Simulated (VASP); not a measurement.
Ni, 2 atoms in the cell. Symmetry: Fd-3m, No. 227, cubic system. Conventional cell: a = 5.048 Å, b = 5.048 Å, c = 5.048 Å, α = 90.00°, β = 90.00°, γ = 90.00°. Within 2.9 Å of Ni (site symmetry -43m) lie 4 Ni at 2.19 Å. 

* Program: VASP 6.6.1
* Task: single point
* Functional: PBEsol
* Potentials or basis: VASP PAW PBE potentials, release 64 (Ni)
* Cutoff: 520 eV
* k mesh: 14 × 14 × 14
* Occupations: fermi-dirac, width 0.1 eV
* Spin: collinear spin, ferromagnetic start
* Starting moments: [1.0, 1.0] μB
* Dipole correction: no
* Further INCAR settings: ALGO = Normal; EDIFF = 1e-06; NBANDS = 21

Potentials or basis: VASP PAW PBE potentials, release 64 (Ni).

The run is started by

```console
$ cat potpaw_PBE.64/Ni/POTCAR > POTCAR
$ mpirun -np 1 vasp_std > vasp.out
```

Hardware: 1 thread of AMD EPYC 9R45 (Zen 5), with other jobs on the host.

Problem. How long does it take, and how much memory?

Solution. Wall time 74 s on 1 thread of AMD EPYC 9R45 (Zen 5) (shared host), peak memory 0.2 GiB. Counts: scf iterations 14, k points 104.
